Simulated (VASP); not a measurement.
Runs of VASP 6.6.1 on Ag. The structure is that of space group Fd-3m (No. 227), or close to it. The cells are those of the table. This isn't the form of Ag at room conditions, which is fcc.

| task | cell | k mesh | cutoff (eV) | gap on the mesh (eV) | pressure (GPa) |
| --- | --- | --- | --- | --- | --- |
| single point | a = 4.334 Å, angles 60.0°, 2 atoms | 14 × 14 × 14 | 520 | none | (a) |
| single point | a = 4.211 Å, angles 60.0°, 2 atoms | 14 × 14 × 14 | 520 | none | 5.5 |
| single point | a = 4.394 Å, angles 60.0°, 2 atoms | 14 × 14 × 14 | 520 | none | 0.0 |
| single point | a = 4.452 Å, angles 60.0°, 2 atoms | 14 × 14 × 14 | 520 | none | (b) |
| single point | a = 4.394 Å, angles 60.0°, 2 atoms | 10 × 10 × 10 | 520 | none | 0.0 |
| single point | a = 4.273 Å, angles 60.0°, 2 atoms | 14 × 14 × 14 | 520 | none | 3.2 |
| single point | a = 4.563 Å, angles 60.0°, 2 atoms | 14 × 14 × 14 | 520 | none | -2.5 |
| relaxation of cell and atoms | relaxed from a = 4.023 Å, angles 60.0°, 2 atoms | 10 × 10 × 10 | 600 | none | 0.0 |

Alike in all rows: level PBE; potentials or basis VASP PAW PBE potentials, release 64 (Ag); no spin polarisation; smearing fermi-dirac 0.1 eV.

Question: Estimate the missing entries.

Answer: (a) 1.4; (b) -1.0.

Caveats: the cell stands under pressure (at least some runs).

A k mesh can miss the band edges, and the runs leave out spin-orbit coupling on Ag.

A gap of «none» marks levels without a gap at the run's occupations.
